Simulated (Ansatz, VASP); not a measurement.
**WS2: VASP beside Ansatz**

```xyz
3
Lattice="3.1458 0.0000 0.0000 -1.5729 2.7243 0.0000 0.0000 0.0000 16.9534" Properties=species:S:1:pos:R:3 pbc="T T T"
W    -0.0424    1.8586    0.0000
S     1.5729    0.9081   15.3865
S     1.5729    0.9081    1.5669
```

Alike in both runs: task single point; functional PBEsol; k mesh 12 × 12 × 2; occupations gaussian, width 0.05 eV; no spin polarisation.

```csv
,VASP,Ansatz
version,VASP 6.6.1,Ansatz 0.2.0
potentials or method,"VASP PAW PBE potentials, release 64 (W_sv, S), cutoff 520 eV","scalar-relativistic, plane waves, PAW"
valence electrons in the cell,26,26
```

```tsv
	VASP	Ansatz	Ansatz less VASP
gap on the k mesh at the Fermi level (eV)	1.94	1.93	-0.005
least direct gap on the mesh (eV)	1.94	1.93	-0.005
rms of the force components (eV/Å)	0.536	0.535	-0.0011
```

VASP's potentials were made for PBE, not for PBEsol. Atom by atom the forces differ by 0.011 eV/Å (rms over components).

Neither program's run includes spin-orbit coupling.
